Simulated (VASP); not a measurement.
# MgS in VASP: notebook

The runs below take MgS through single point, with PBE.

All numbers are computed with VASP 6.6.1; they aren't measurements. Logs are shortened: lines on timing, memory, paths and dates and some standing lists are left out, and cuts for length are marked.

## Step 1: The cell of the first run

It takes space group F-43m (No. 216, cubic). The conventional cell has a = 5.577 Å, b = 5.577 Å, c = 5.577 Å, α = 90.00°, β = 90.00°, γ = 90.00°. Mg (site symmetry -43m) has 4 S at 2.41 Å within 3.2 Å. S (site symmetry -43m) has 4 Mg at 2.41 Å within 3.2 Å.

## Step 2: Single point, PBE (strain -1.5%)

File INCAR:

```
PREC = Accurate ; ENCUT = 600
EDIFF = 1E-6 ; ISMEAR = 0
SIGMA = 0.01 ; LREAL = F
LASPH = T ; NELM = 120
ALGO = Normal ; ISIF = 2
LWAVE = F ; LCHARG = F
GGA = PE ; NBANDS = 11
GGA_COMPAT = F
```

File KPOINTS:

```
Automatic mesh
0
Gamma
  4 4 4
```

File POSCAR:

```
MgS
1.0
    0.0000000000      2.7884136878      2.7884136878
    2.7884136878      0.0000000000      2.7884136878
    2.7884136878      2.7884136878      0.0000000000
Mg S
1 1
Direct
    0.0000000000      0.0000000000      0.0000000000
    0.2500000000      0.2500000000      0.2500000000
```

Potentials or basis: VASP PAW PBE potentials, release 64 (Mg, S).

Command:

```sh
cat potpaw_PBE.64/Mg/POTCAR potpaw_PBE.64/S/POTCAR > POTCAR
mpirun -np 1 vasp_std > vasp.out
```

OUTCAR:

```text
PREC = Accurate
   ENCUT = 600
   EDIFF = 1E-6
   ISMEAR = 0
   LREAL = F
   LASPH = T
   NELM = 120
   ISIF = 2
   GGA = PE

 ion  position               nearest neighbor table
   1  0.000  0.000  0.000-   2 2.41   2 2.41   2 2.41   2 2.41
   2  0.250  0.250  0.250-   1 2.41   1 2.41   1 2.41   1 2.41

  LATTYP: Found a face centered cubic cell.
 ALAT       =     5.5768273756

  Lattice vectors:

 A1 = (   0.0000000000,   2.7884136878,   2.7884136878)
 A2 = (   2.7884136878,   0.0000000000,   2.7884136878)
 A3 = (   2.7884136878,   2.7884136878,   0.0000000000)

Analysis of symmetry for initial positions (statically):
=====================================================================
 Subroutine PRICEL returns:
 Original cell was already a primitive cell.

 Routine SETGRP: Setting up the symmetry group for a
 face centered cubic supercell.

 Subroutine GETGRP returns: Found 24 space group operations
 (whereof 24 operations were pure point group operations)
 out of a pool of 48 trial point group operations.

The static configuration has the point symmetry T_d .

Analysis of symmetry for dynamics (positions and initial velocities):
=====================================================================
 Subroutine PRICEL returns:
 Original cell was already a primitive cell.

 Routine SETGRP: Setting up the symmetry group for a
 face centered cubic supercell.

 Subroutine GETGRP returns: Found 24 space group operations
 (whereof 24 operations were pure point group operations)
 out of a pool of 48 trial point group operations.

The dynamic configuration has the point symmetry T_d .

 Subroutine INISYM returns: Found 24 space group operations
 (whereof 24 operations are pure point group operations),
 and found     1 'primitive' translations

----------------------------------------------------------------------------------------

                                     Primitive cell

  volume of cell :      43.3612

  direct lattice vectors                    reciprocal lattice vectors
     0.000000000  2.788413688  2.788413688    -0.179313422  0.179313422  0.179313422
     2.788413688  0.000000000  2.788413688     0.179313422 -0.179313422  0.179313422
     2.788413688  2.788413688  0.000000000     0.179313422  0.179313422 -0.179313422

  length of vectors
     3.943412455  3.943412455  3.943412455     0.310579957  0.310579957  0.310579957

  position of ions in fractional coordinates (direct lattice)
     0.000000000  0.000000000  0.000000000
     0.250000000  0.250000000  0.250000000

  ion indices of the primitive-cell ions
   primitive index   ion index
                 1           1
                 2           2

----------------------------------------------------------------------------------------

 KPOINTS: Automatic mesh

Automatic generation of k-mesh.
 Grid dimensions read from file:
 generate k-points for:    4    4    4

 Generating k-lattice:

  Cartesian coordinates                     Fractional coordinates (reciprocal lattice)
    -0.044828355  0.044828355  0.044828355     0.250000000  0.000000000  0.000000000
     0.044828355 -0.044828355  0.044828355     0.000000000  0.250000000  0.000000000
     0.044828355  0.044828355 -0.044828355     0.000000000  0.000000000  0.250000000

  Length of vectors
     0.077644989  0.077644989  0.077644989

  Shift w.r.t. Gamma in fractional coordinates (k-lattice)
     0.000000000  0.000000000  0.000000000

 Subroutine IBZKPT returns following result:
 ===========================================

 Found      8 irreducible k-points:

 Following reciprocal coordinates:
            Coordinates               Weight
  0.000000  0.000000  0.000000      1.000000
  0.250000  0.000000  0.000000      8.000000
  0.500000  0.000000  0.000000      4.000000
  0.250000  0.250000  0.000000      6.000000
  0.500000  0.250000  0.000000     24.000000
 -0.250000  0.250000  0.000000     12.000000
  0.500000  0.500000  0.000000      3.000000
 -0.250000  0.500000  0.250000      6.000000
   k-points           NKPTS =      8   k-points in BZ     NKDIM =      8   number of bands    NBANDS=     11
   number of dos      NEDOS =    301   number of ions     NIONS =      2
   total plane-waves  NPLWV =  32768
   dimension x,y,z NGX =    32 NGY =   32 NGZ =   32
   dimension x,y,z NGXF=    64 NGYF=   64 NGZF=   64
   ions per type =               1   1
   NGX,Y,Z   is equivalent  to a cutoff of  13.49, 13.49, 13.49 a.u.
   NGXF,Y,Z  is equivalent  to a cutoff of  26.98, 26.98, 26.98 a.u.
 SYSTEM =  unknown system
   PREC   = accura    normal or accurate (medium, high low for compatibility)
   ISTART =      0    job   : 0-new  1-cont  2-samecut
   ICHARG =      2    charge: 1-file 2-atom 10-const
   ISPIN  =      1    spin polarized calculation?
   LNONCOLLINEAR =      F non collinear calculations
   LSORBIT =      F    spin-orbit coupling
   LASPH  =      T    aspherical Exc in radial PAW
   ENCUT  =  600.0 eV  44.10 Ry    6.64 a.u.   7.88  7.88  7.88*2*pi/ulx,y,z
   NELM   =    120;   NELMIN=  2; NELMDL= -5     # of ELM steps
   EDIFF  = 0.1E-05   stopping-criterion for ELM
   LREAL  =      F    real-space projection
   EDIFFG = 0.1E-04   stopping-criterion for IOM
   NSW    =      0    number of steps for IOM
   IBRION =     -1    ionic relax: 0-MD 1-quasi-New 2-CG
   NFREE  =      0    steps in history (QN), initial steepest desc. (CG)
   ISIF   =      2    stress and relaxation
   ISYM   =      2    0-nonsym 1-usesym 2-fastsym
   POTIM  = 0.5000    time-step for ionic-motion
   TEBEG  =    0.0;   TEEND  =   0.0 temperature during run
   PSTRESS=    0.0 pullay stress
   NELECT =       8.0000    total number of electrons
   NUPDOWN=      -1.0000    fix difference up-down
   EMIN   =  10.00;   EMAX   =-10.00  energy-range for DOS
   EFERMI =   0.00;   METHOD = LEGACY
   ISMEAR =     0;   SIGMA  =   0.01  broadening in eV -4-tet -1-fermi 0-gaus
   EFERMI_NEDOS =   21; number of points for ismear=-14 and -15
   IALGO  =     38    algorithm
   IMIX   =      4    mixing-type and parameters
     AMIX     =   0.40;   BMIX     =  1.00
     AMIX_MAG =   1.60;   BMIX_MAG =  1.00
  volume/ion in A,a.u.               =      21.68       146.31
  Fermi-wavevector in a.u.,A,eV,Ry     =   0.931975  1.761177 11.817714  0.868578
  Thomas-Fermi vector in A             =   2.058524
   LORBIT       =      0    0 simple, 1 ext, 2 COOP (PROOUT), +10 PAW based schemes
   GGA     = PE    functional components
   LHFCALC =     F    Hartree Fock is set to
   AEXX    =    0.0000 exact exchange contribution
   IVDW    =     0    specifies the selected vdW correction
   LEPSILON=     F    determine dielectric tensor
   LRPA    =     F    only Hartree local field effects (RPA)
 non-spin polarized calculation
 Gauss-broadening in eV      SIGMA  =   0.01
  energy-cutoff  :      600.00
  volume of cell :       43.36
 maximum number of plane-waves:      1459
   NGX = 15   NGY = 15   NGZ = 15

 number of electron       7.9999999 magnetization

 Free energy of the ion-electron system (eV)
  ---------------------------------------------------
  ext. energy  EPLUGINS =         0.00000000
  ---------------------------------------------------
  free energy    TOTEN  =        -8.42549891 eV

  energy without entropy =       -8.42549891  energy(sigma->0) =       -8.42549891

 E-fermi :   1.4757     XC(G=0):  -8.5607

 val. band max:        1.3653245105   @ k =   0.0000   0.0000   0.0000
 cond. band min:       5.0495569975   @ k =   0.0000   0.0000   0.0000
 fundamental gap:      3.6842324870
 Fermi energy:         1.4756514459

 k-point     1 :       0.0000    0.0000    0.0000
  band No.  band energies     occupation
      1     -10.0555      2.00000
      2       1.3653      2.00000
      3       1.3653      2.00000
      4       1.3653      2.00000
      5       5.0496      0.00000
      6       9.4238      0.00000
      7       9.4238      0.00000
      8       9.4238      0.00000
      9      12.2829      0.00000
     10      12.2829      0.00000
     11      15.4580      0.00000

 k-point     2 :       0.2500    0.0000    0.0000
  band No.  band energies     occupation
      1      -9.7118      2.00000
      2      -0.5668      2.00000
      3       1.1842      2.00000
      4       1.1842      2.00000
      5       6.5526      0.00000
      6       9.3443      0.00000
      7       9.6269      0.00000
      8       9.6269      0.00000
      9      11.8963      0.00000
     10      11.8963      0.00000
     11      13.8420      0.00000

 k-point     3 :       0.5000    0.0000    0.0000
  band No.  band energies     occupation
      1      -9.3034      2.00000
      2      -1.9212      2.00000
      3       1.0246      2.00000
      4       1.0246      2.00000
      5       6.6386      0.00000
      6       9.0584      0.00000
      7       9.0584      0.00000
      8      10.1872      0.00000
      9      14.6037      0.00000
     10      14.7065      0.00000
     11      14.7065      0.00000

 k-point     4 :       0.2500    0.2500    0.0000
  band No.  band energies     occupation
      1      -9.5986      2.00000
      2      -0.4424      2.00000
      3       0.7660      2.00000
      4       0.7660      2.00000
      5       6.6458      0.00000
      6       7.9903      0.00000
      7       9.9533      0.00000
      8      11.0340      0.00000
      9      11.0340      0.00000
     10      13.3512      0.00000
     11      17.1460      0.00000

 k-point     5 :       0.5000    0.2500    0.0000
  band No.  band energies     occupation
      1      -9.1892      2.00000
      2      -1.4057      2.00000
      3      -0.0226      2.00000
      4       0.6180      2.00000
      5       6.6012      0.00000
      6       8.4969      0.00000
      7      10.1124      0.00000
      8      10.8060      0.00000
      9      13.3253      0.00000
     10      14.9151      0.00000
     11      16.2745      0.00000

 k-point     6 :      -0.2500    0.2500    0.0000
  band No.  band energies     occupation
      1      -9.3247      2.00000
      2      -1.1674      2.00000
      3      -0.1077      2.00000
      4       1.0030      2.00000
      5       7.8369      0.00000
      6       8.4011      0.00000
      7       9.5186      0.00000
      8      10.1863      0.00000
      9      11.4952      0.00000
     10      14.9654      0.00000
     11      15.9460      0.00000

 k-point     7 :       0.5000    0.5000    0.0000
  band No.  band energies     occupation
      1      -9.0597      2.00000
      2      -1.5775      2.00000
      3       0.2793      2.00000
      4       0.2793      2.00000
      5       5.2018      0.00000
      6       7.0657      0.00000
      7      12.9695      0.00000
      8      14.0296      0.00000
      9      14.0296      0.00000
     10      15.4557      0.00000
     11      15.4643      0.00000

 k-point     8 :      -0.2500    0.5000    0.2500
  band No.  band energies     occupation
      1      -9.0495      2.00000
      2      -1.0189      2.00000
      3      -0.5830      2.00000
      4      -0.0408      2.00000
      5       6.9202      0.00000
      6       9.5668      0.00000
      7       9.6357      0.00000
      8      10.0784      0.00000
      9      14.3971      0.00000
     10      15.4474      0.00000
     11      15.4669      0.00000

------------------------ aborting loop because EDIFF is reached ----------------------------------------

  FORCE on cell =-STRESS in cart. coord.  units (eV):
  Direction    XX          YY          ZZ          XY          YZ          ZX
  --------------------------------------------------------------------------------------
  -------------------------------------------------------------------------------------
  Total        1.0876743      1.0876743      1.0876743      0.0000000     -0.0000000      0.0000000
  in kB       40.1890596     40.1890596     40.1890596      0.0000000     -0.0000000      0.0000000
  external PRESSURE =      40.1890596 kB  Pullay stress =       0.0000000 kB

 VOLUME and BASIS-vectors are now :
 -----------------------------------------------------------------------------
  energy-cutoff  :      600.00
  volume of cell :       43.36
      direct lattice vectors                 reciprocal lattice vectors
     0.000000000  2.788413688  2.788413688    -0.179313422  0.179313422  0.179313422
     2.788413688  0.000000000  2.788413688     0.179313422 -0.179313422  0.179313422
     2.788413688  2.788413688  0.000000000     0.179313422  0.179313422 -0.179313422

 POSITION                                       TOTAL-FORCE (eV/Angst)
 -----------------------------------------------------------------------------------
      0.00000      0.00000      0.00000        -0.000000      0.000000     -0.000000
      1.39421      1.39421      1.39421         0.000000     -0.000000      0.000000
 -----------------------------------------------------------------------------------
    total drift:                               -0.000000     -0.000000     -0.000000

  FREE ENERGIE OF THE ION-ELECTRON SYSTEM (eV)
  ---------------------------------------------------
  free  energy   TOTEN  =        -8.4254989132 eV

  energy  without entropy=       -8.4254989132  energy(sigma->0) =       -8.42549891
```

Run time: 4.4 s. Hardware: 1 thread of Intel Xeon 6975P-C (Granite Rapids), shared host; peak memory 0.17 GiB.

Results:

- Free energy: -8.4255 eV
- Pressure: 4.0 GPa
- Band gap on the k mesh: 3.68 eV

Levels at points of the mesh, in eV from the valence-band top:
```tsv
k point	band 1	band 2	band 3	band 4	band 5	band 6	band 7	band 8
(0.00, 0.00, 0.00)	-11.42	0.00	0.00	0.00	3.68	8.06	8.06	8.06
(0.50, 0.00, 0.00)	-10.67	-3.29	-0.34	-0.34	5.27	7.69	7.69	8.82
(0.50, 0.50, 0.00)	-10.42	-2.94	-1.09	-1.09	3.84	5.70	11.60	12.66
```

Caveat: the k points lie up to 0.49 Å⁻¹ apart; the cell differs from its parent crystal (strain -1.5%). A k mesh can miss the band edges.

(Part 1 of 2 ends here.)
